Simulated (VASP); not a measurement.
A run of VASP 6.6.1:

File INCAR:

```
SYSTEM = Rh
ALGO = Normal ; EDIFF = 1E-7
ENCUT = 520 ; GGA = PE
ISIF = 2 ; ISMEAR = -1
LASPH = .True. ; LCHARG = .False.
LREAL = .False. ; LWAVE = .False.
NBANDS = 22 ; NELM = 100
PREC = Accurate ; SIGMA = 0.05
```

The input KPOINTS:

```
k-points
0
Gamma
  10 10 10
  0 0 0
```

POSCAR

```
Rh
1.0
    0.0000000000      2.5993341490      2.5993341490
    2.5993341490      0.0000000000      2.5993341490
    2.5993341490      2.5993341490      0.0000000000
Rh
2
Direct
   -0.1250000000     -0.1250000000     -0.1250000000
    0.1250000000      0.1250000000      0.1250000000
```

Potentials or basis: VASP PAW PBE potentials, release 64 (Rh_pv).

Command:

```bash
$ cat potpaw_PBE.64/Rh_pv/POTCAR > POTCAR
$ mpirun -np 1 vasp_std > vasp.out
```

Hardware: 1 thread of Intel Xeon 6975P-C (shared host).

**Question.** Estimate the wall time of this run.

**Answer.** Wall time 32 s on 1 thread of Intel Xeon 6975P-C, with other jobs on the host, peak memory 0.17 GiB. Counts: scf iterations 13, k points 47.
